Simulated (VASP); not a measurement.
PtSe2, 12 atoms in the cell. The cell holds a slab with vacuum, 12 atoms: a = 3.754 Å, b = 3.754 Å, c = 60.061 Å, α = 90.00°, β = 90.00°, γ = 120.00°. 

* Program: VASP 6.6.1
* Task: single point
* Functional: PBE
* Potentials or basis: VASP PAW PBE potentials, release 64 (Se, Pt)
* Cutoff: 520 eV
* k mesh: 12 × 12 × 1
* Occupations: gaussian, width 0.1 eV
* Spin: no spin polarisation
* Dipole correction: yes
* Further INCAR settings: ALGO = Normal; EDIFF = 1e-06; NBANDS = 56

Potentials or basis: VASP PAW PBE potentials, release 64 (Se, Pt).

The run is started by

```sh
$ cat potpaw_PBE.64/Se/POTCAR potpaw_PBE.64/Pt/POTCAR > POTCAR
$ mpirun -np 1 vasp_std > vasp.out
```

Hardware: 1 thread of Oxide Virtual Turin-like Processor, on a shared host.

Q: How long does it take, and how much memory?

A: Wall time 36 min on 1 thread of Oxide Virtual Turin-like Processor, on a shared host, peak memory 1 GiB. Counts: scf iterations 25, k points 19.
